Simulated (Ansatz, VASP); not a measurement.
**HfO2: VASP beside Ansatz**

```
Hf O
1.0
     0.00000   -2.52916   -2.52916
    -2.52916    0.00000   -2.52916
     2.52916    2.52916   -5.05832
Hf O
2 4
Cartesian
  0.0817 0.0817 -4.8950
  -0.0817 -0.0817 -0.1633
  1.2745 1.2745 -3.7739
  -1.2745 -1.2745 -3.8136
  1.2547 1.2547 -6.3428
  -1.2547 -1.2547 -6.3030
```

Change from the starting cell: mode 4 (90.2 1/cm) frozen in, largest displacement -0.200 Å.

Alike in both runs: task single point; functional r2SCAN; k mesh 6 × 6 × 8; occupations gaussian, width 0.05 eV; no spin polarisation.

|  | VASP | Ansatz |
| --- | --- | --- |
| version | VASP 6.6.1 | Ansatz 0.2.0 |
| potentials or method | VASP PAW PBE potentials, release 64 (Hf_pv, O), cutoff 520 eV | scalar-relativistic, plane waves, PAW |
| valence electrons in the cell | 44 | 76 |

```tsv
	VASP	Ansatz	Ansatz less VASP
gap on the k mesh at the Fermi level (eV)	4.52	4.52	-0.004
least direct gap on the mesh (eV)	4.52	4.52	0.000
pressure (GPa)	-0.2	3.6	+3.82
traceless stress, the component that is largest in VASP (GPa)	2.09	2.12	+0.028
rms of the force components (eV/Å)	0.469	0.493	+0.0235
```

VASP's potentials were made for PBE, not for r2SCAN. Atom by atom the forces differ by 0.036 eV/Å (rms over components). With one functional, cell and mesh, what is left measures potentials, basis and numerics. VASP's potentials hold 44 valence electrons a cell and Ansatz's 76, so a difference there can come from the potentials and not from the codes.

Neither program's run includes spin-orbit coupling.
